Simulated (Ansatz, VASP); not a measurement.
# Ag: VASP beside Ansatz

```
Ag
1.0
     5.16165    0.00000    0.00000
     0.00000    5.16165    0.00000
     0.00000    0.00000    5.16165
Ag
8
Cartesian
  2.5808 2.5808 2.5808
  0.0000 0.0000 0.0000
  1.2904 0.0000 2.5808
  2.5808 1.2904 0.0000
  2.5808 3.8712 0.0000
  3.8712 0.0000 2.5808
  0.0000 2.5808 3.8712
  0.0000 2.5808 1.2904
```

Alike in both runs: functional PBEsol; k mesh 8 × 8 × 8; occupations gaussian, width 0.1 eV; no spin polarisation.

Ansatz relaxed the structure, and its values are those at the end. VASP's run is a single point on that final structure, the one shown.

|  | VASP | Ansatz |
| --- | --- | --- |
| version | VASP 6.6.1 | Ansatz 0.2.0 |
| potentials or method | VASP PAW PBE potentials, release 64 (Ag), cutoff 520 eV | scalar-relativistic, plane waves, PAW |
| valence electrons in the cell | 88 | 152 |

Ansatz gave:

| Quantity | Value |
| --- | --- |
| gap on the k mesh at the Fermi level (eV) | none |
| pressure (GPa) | 0.0 |

Question: Which values does VASP return?

Answer: gap on the k mesh at the Fermi level (eV): none; pressure (GPa): -0.2.

VASP's potentials were made for PBE, not for PBEsol. A gap of «none» marks a metal or a gap that the smearing closes. VASP's potentials hold 88 valence electrons a cell and Ansatz's 152, so a difference there can come from the potentials and not from the codes.
